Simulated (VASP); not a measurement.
Here is a VASP 6.6.1 calculation.

File INCAR:

```
ALGO = Normal ; EDIFF = 1E-8
ENCUT = 600 ; GGA = PE
IBRION = 6 ; ISIF = 3
ISMEAR = -1 ; LASPH = T
LCHARG = F ; LREAL = F
LWAVE = F ; NBANDS = 16
NELM = 100 ; NFREE = 2
NSW = 1 ; POTIM = 0.015
PREC = Accurate ; SIGMA = 0.05
```

The input KPOINTS:

```
k-points
0
Gamma
  5 5 5
```

File POSCAR:

```
HgTe
1.0
    0.0000000000      3.1800000000      3.1800000000
    3.1800000000      0.0000000000      3.1800000000
    3.1800000000      3.1800000000      0.0000000000
Hg Te
1 1
Direct
    0.0000000000      0.0000000000      0.0000000000
    0.5000000000      0.5000000000      0.5000000000
```

Potentials or basis: VASP PAW PBE potentials, release 64 (Hg, Te).

The run is started by

```bash
$ cat potpaw_PBE.64/Hg/POTCAR potpaw_PBE.64/Te/POTCAR > POTCAR
$ mpirun -np 1 vasp_std > vasp.out
```

Q: What does it give for the elastic constants C11, C12, C44?

A: 35, 27, 11 GPa.

Q: Estimate the Voigt bulk modulus.

A: 30 GPa.

Q: Estimate the highest phonon frequency at Γ, LO-TO splitting left out.

A: 46 cm⁻¹.

Phonon frequencies in cm⁻¹ (negative: imaginary):
```tsv
q point	frequencies
(0.000, 0.000, 0.000)	0 0 0 46 46 46
```

Caveat: the cell is under stress, which shifts elastic constants.
